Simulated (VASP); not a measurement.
# AlGaN2 (P-4m2) in VASP: single point with r2SCAN

Aim: the single point of AlGaN2 with r2SCAN.

Program: VASP 6.6.1. These are calculated values, not measurements. Logs are shortened: lines on timing, memory, paths and dates and some standing lists are left out, and cuts for length are marked.

## Step 1: The cell of the first run

Symmetry: P-4m2, No. 115, tetragonal system. Conventional cell: a = 3.316 Å, b = 3.316 Å, c = 3.970 Å, α = 90.00°, β = 90.00°, γ = 90.00°. Al (site symmetry -4m2) has 4 N at 1.91 Å within 2.5 Å. Within 2.6 Å of Ga (site symmetry -4m2) lie 4 N at 1.96 Å. Within 2.5 Å of N (site symmetry 2mm) lie 2 Al at 1.91 Å and 2 Ga at 1.96 Å.

## Step 2: Single point, r2SCAN

File POSCAR:

```
AlGaN2
1.0
    3.3157208543      0.0000000000      0.0000000000
    0.0000000000      3.3157208543      0.0000000000
    0.0000000000      0.0000000000      3.9695854895
Al Ga N
1 1 2
Direct
    0.5000000000      0.5000000000      0.5000000000
    0.0000000000      0.0000000000      0.0000000000
    0.5000000000      0.0000000000      0.7382648100
    0.0000000000      0.5000000000      0.2617351900
```

File INCAR.step1:

```
  ALGO = Normal
  EDIFF = 1E-5
  ENCUT = 1460
  GGA = PE
  GGA_COMPAT = False
  ISMEAR = 0
  LASPH = True
  LCHARG = False
  LREAL = False
  LWAVE = True
  NBANDS = 21
  NELM = 120
  PREC = Accurate
  SIGMA = 0.05
```

File INCAR.step2:

```
  ALGO = Normal
  EDIFF = 1E-6
  ENCUT = 1460
  GGA_COMPAT = False
  ISIF = 2
  ISMEAR = 0
  ISTART = 1
  LASPH = True
  LCHARG = False
  LMIXTAU = True
  LREAL = False
  LWAVE = False
  METAGGA = R2SCAN
  NBANDS = 21
  NELM = 120
  PREC = Accurate
  SIGMA = 0.05
```

File KPOINTS:

```
k-points
0
Gamma
  8 8 6
```

Potentials or basis: VASP PAW PBE potentials, release 64 (Al, Ga_d, N_h).

On the command line:

```bash
$ cat potpaw_PBE.64/Al/POTCAR potpaw_PBE.64/Ga_d/POTCAR potpaw_PBE.64/N_h/POTCAR > POTCAR
$ cp INCAR.step1 INCAR
$ mpirun -np 1 vasp_std > vasp.out
$ cp INCAR.step2 INCAR
$ mpirun -np 1 vasp_std > vasp.out
```

OUTCAR:

```text
EDIFF = 1E-6
   ENCUT = 1460
   ISIF = 2
   ISMEAR = 0
   ISTART = 1
   LASPH = True
   LREAL = False
   METAGGA = R2SCAN
   NELM = 120
   PREC = Accurate

 ion  position               nearest neighbor table
   1  0.500  0.500  0.500-   3 1.91   4 1.91   3 1.91   4 1.91   2 3.07   2 3.07   2 3.07   2 3.07
                             2 3.07   2 3.07   2 3.07   2 3.07
   2  0.000  0.000  0.000-   3 1.96   4 1.96   4 1.96   3 1.96   1 3.07   1 3.07   1 3.07   1 3.07
                             1 3.07   1 3.07   1 3.07   1 3.07
   3  0.500  0.000  0.738-   1 1.91   1 1.91   2 1.96   2 1.96
   4  0.000  0.500  0.262-   1 1.91   1 1.91   2 1.96   2 1.96

  LATTYP: Found a simple tetragonal cell.
 ALAT       =     3.3157208543
 C/A-ratio  =     1.1972013520

  Lattice vectors:

 A1 = (   3.3157208543,   0.0000000000,   0.0000000000)
 A2 = (   0.0000000000,   3.3157208543,   0.0000000000)
 A3 = (   0.0000000000,   0.0000000000,   3.9695854895)

Analysis of symmetry for initial positions (statically):
=====================================================================
 Subroutine PRICEL returns:
 Original cell was already a primitive cell.

 Routine SETGRP: Setting up the symmetry group for a
 simple tetragonal supercell.

 Subroutine GETGRP returns: Found  8 space group operations
 (whereof  8 operations were pure point group operations)
 out of a pool of 16 trial point group operations.

The static configuration has the point symmetry D_2d.

Analysis of symmetry for dynamics (positions and initial velocities):
=====================================================================
 Subroutine PRICEL returns:
 Original cell was already a primitive cell.

 Routine SETGRP: Setting up the symmetry group for a
 simple tetragonal supercell.

 Subroutine GETGRP returns: Found  8 space group operations
 (whereof  8 operations were pure point group operations)
 out of a pool of 16 trial point group operations.

The dynamic configuration has the point symmetry D_2d.

 Subroutine INISYM returns: Found  8 space group operations
 (whereof  8 operations are pure point group operations),
 and found     1 'primitive' translations

----------------------------------------------------------------------------------------

                                     Primitive cell

  volume of cell :      43.6416

  direct lattice vectors                    reciprocal lattice vectors
     3.315720854  0.000000000  0.000000000     0.301593543  0.000000000  0.000000000
[... 91 lines left out ...]
   LREAL  =      F    real-space projection
   EDIFFG = 0.1E-04   stopping-criterion for IOM
   NSW    =      0    number of steps for IOM
   IBRION =     -1    ionic relax: 0-MD 1-quasi-New 2-CG
   NFREE  =      0    steps in history (QN), initial steepest desc. (CG)
   ISIF   =      2    stress and relaxation
   ISYM   =      2    0-nonsym 1-usesym 2-fastsym
   POTIM  = 0.5000    time-step for ionic-motion
   TEBEG  =    0.0;   TEEND  =   0.0 temperature during run
   PSTRESS=    0.0 pullay stress
   NELECT =      26.0000    total number of electrons
   NUPDOWN=      -1.0000    fix difference up-down
   EMIN   =  10.00;   EMAX   =-10.00  energy-range for DOS
   EFERMI =   0.00;   METHOD = LEGACY
   ISMEAR =     0;   SIGMA  =   0.05  broadening in eV -4-tet -1-fermi 0-gaus
   EFERMI_NEDOS =   21; number of points for ismear=-14 and -15
   IALGO  =     38    algorithm
   IMIX   =      4    mixing-type and parameters
     AMIX     =   0.40;   BMIX     =  1.00
     AMIX_MAG =   1.60;   BMIX_MAG =  1.00
  volume/ion in A,a.u.               =      10.91        73.63
  Fermi-wavevector in a.u.,A,eV,Ry     =   1.377523  2.603141 25.818009  1.897570
  Thomas-Fermi vector in A             =   2.502669
   LORBIT       =      0    0 simple, 1 ext, 2 COOP (PROOUT), +10 PAW based schemes
   METAGGA = R2SCAN    functional components
   LHFCALC =     F    Hartree Fock is set to
   AEXX    =    0.0000 exact exchange contribution
   IVDW    =     0    specifies the selected vdW correction
   LEPSILON=     F    determine dielectric tensor
   LRPA    =     F    only Hartree local field effects (RPA)
 non-spin polarized calculation
 Gauss-broadening in eV      SIGMA  =   0.05
  energy-cutoff  :     1460.00
  volume of cell :       43.64
 maximum number of plane-waves:      5573
 NGX is ok and might be reduce to    42
   NGX = 21   NGY = 21   NGZ = 25

 number of electron      26.0000001 magnetization

 Free energy of the ion-electron system (eV)
  ---------------------------------------------------
  ext. energy  EPLUGINS =         0.00000000
  ---------------------------------------------------
  free energy    TOTEN  =       -40.82205812 eV

  energy without entropy =      -40.82205812  energy(sigma->0) =      -40.82205812

 E-fermi :   6.1302     XC(G=0): -12.0821

 val. band max:        5.9037297287   @ k =   0.0000   0.0000   0.0000
 cond. band min:       9.0082167010   @ k =   0.0000   0.0000   0.0000
 fundamental gap:      3.1044869723
 Fermi energy:         6.1302307854

 k-point     1 :       0.0000    0.0000    0.0000
  band No.  band energies     occupation
      1     -10.5371      2.00000
      2      -8.8942      2.00000
      3      -7.6741      2.00000
      4      -7.6741      2.00000
      5      -7.6126      2.00000
      6      -7.4130      2.00000
[... 565 lines left out ...]
     20      19.2566      0.00000
     21      19.2758      0.00000

 [... further k-points ...]

------------------------ aborting loop because EDIFF is reached ----------------------------------------

  FORCE on cell =-STRESS in cart. coord.  units (eV):
  Direction    XX          YY          ZZ          XY          YZ          ZX
  --------------------------------------------------------------------------------------
  -------------------------------------------------------------------------------------
  Total       -2.0605347     -2.0605347      2.0981906      0.0000000      0.0000000      0.0000000
  in kB      -75.6466026    -75.6466026     77.0290302      0.0000000      0.0000000      0.0000000
  external PRESSURE =     -24.7547250 kB  Pullay stress =       0.0000000 kB

 VOLUME and BASIS-vectors are now :
 -----------------------------------------------------------------------------
  energy-cutoff  :     1460.00
  volume of cell :       43.64
      direct lattice vectors                 reciprocal lattice vectors
     3.315720854  0.000000000  0.000000000     0.301593543  0.000000000  0.000000000
     0.000000000  3.315720854  0.000000000     0.000000000  0.301593543  0.000000000
     0.000000000  0.000000000  3.969585490     0.000000000  0.000000000  0.251915471

 POSITION                                       TOTAL-FORCE (eV/Angst)
 -----------------------------------------------------------------------------------
      1.65786      1.65786      1.98479         0.000000     -0.000000      0.000000
      0.00000      0.00000      0.00000         0.000000     -0.000000      0.000000
      1.65786      0.00000      2.93061         0.000000      0.000000     -0.265912
      0.00000      1.65786      1.03898         0.000000      0.000000      0.265912
 -----------------------------------------------------------------------------------
    total drift:                                0.000000      0.000000     -0.000000

  FREE ENERGIE OF THE ION-ELECTRON SYSTEM (eV)
  ---------------------------------------------------
  free  energy   TOTEN  =       -40.8220581191 eV

  energy  without entropy=      -40.8220581191  energy(sigma->0) =      -40.82205812
```

OUTCAR.step1:

```text
EDIFF = 1E-5
   ENCUT = 1460
   GGA = PE
   ISMEAR = 0
[... 808 lines left out ...]
      1.65786      1.65786      1.98479         0.000000     -0.000000      0.000000
      0.00000      0.00000      0.00000         0.000000      0.000000      0.000000
      1.65786      0.00000      2.93061        -0.000000      0.000000     -0.285808
      0.00000      1.65786      1.03898         0.000000      0.000000      0.285808
 -----------------------------------------------------------------------------------
    total drift:                               -0.000000      0.000000      0.000000

  FREE ENERGIE OF THE ION-ELECTRON SYSTEM (eV)
  ---------------------------------------------------
  free  energy   TOTEN  =       -26.7642110411 eV

  energy  without entropy=      -26.7642110411  energy(sigma->0) =      -26.76421104
```

OSZICAR.step1:

```text
N       E                     dE             d eps       ncg     rms          rms(c)
DAV:   1     0.289676318151E+03    0.28968E+03   -0.22542E+04  2753   0.353E+03
DAV:   2     0.200226259977E+02   -0.26965E+03   -0.25239E+03  2690   0.704E+02
DAV:   3    -0.280306428340E+02   -0.48053E+02   -0.46561E+02  3050   0.168E+02
DAV:   4    -0.310974839071E+02   -0.30668E+01   -0.30484E+01  3082   0.419E+01
DAV:   5    -0.311774519722E+02   -0.79968E-01   -0.79936E-01  3078   0.633E+00    0.115E+01
DAV:   6    -0.267317399397E+02    0.44457E+01   -0.14057E+01  4039   0.493E+01    0.318E+00
DAV:   7    -0.267801599276E+02   -0.48420E-01   -0.10251E+00  2650   0.765E+00    0.211E+00
DAV:   8    -0.267725430155E+02    0.76169E-02   -0.14016E-01  3204   0.416E+00    0.609E-01
DAV:   9    -0.267638437002E+02    0.86993E-02   -0.30194E-02  3675   0.272E+00    0.147E-01
DAV:  10    -0.267642286779E+02   -0.38498E-03   -0.56023E-03  2910   0.537E-01    0.103E-01
DAV:  11    -0.267642045160E+02    0.24162E-04   -0.60865E-04  3163   0.245E-01    0.169E-02
DAV:  12    -0.267642110411E+02   -0.65251E-05   -0.52868E-05  3031   0.704E-02
   1 F= -.26764211E+02 E0= -.26764211E+02  d E =-.644311E-13
```

Wall time 6 min (1 thread of Intel Xeon 6975P-C (Granite Rapids), shared host); peak memory 0.51 GiB.

Results:

| Property | Result |
| --- | --- |
| Free energy | -40.8221 eV |
| Pressure | -2.5 GPa |
| Largest force | 0.266 eV/Å |
| Band gap on the k mesh | 3.10 eV |

Forces on the atoms (eV/Å):
```
Al   0.000  0.000  0.000
Ga   0.000  0.000  0.000
N    0.000  0.000 -0.266
N    0.000  0.000  0.266
```

Stress tensor (GPa, compression positive):
```
-7.56  0.00  0.00
 0.00 -7.56  0.00
 0.00  0.00  7.70
```

Levels at points of the mesh, in eV from the valence-band top:
| k point | band 11 | band 12 | band 13 | band 14 | band 15 | band 16 |
| --- | --- | --- | --- | --- | --- | --- |
| (0.00, 0.00, 0.00) | -0.32 | -0.32 | 0.00 | 3.10 | 3.61 | 6.35 |
| (0.50, 0.00, 0.00) | -2.26 | -1.80 | -1.55 | 6.99 | 7.27 | 7.77 |
| (0.50, 0.50, 0.00) | -1.97 | -1.97 | -1.84 | 4.14 | 4.14 | 7.94 |
| (0.00, 0.00, 0.50) | -2.26 | -1.65 | -1.65 | 6.10 | 6.41 | 7.64 |
| (0.50, 0.00, 0.50) | -1.28 | -0.68 | -0.16 | 5.13 | 6.45 | 9.54 |
| (0.50, 0.50, 0.50) | -3.55 | -3.48 | -3.48 | 7.83 | 7.83 | 9.41 |

Caveat: the stress differs along the axes, from -8 to 8 GPa; the PAW data sets were made with another functional, which shifts forces and pressure a little.
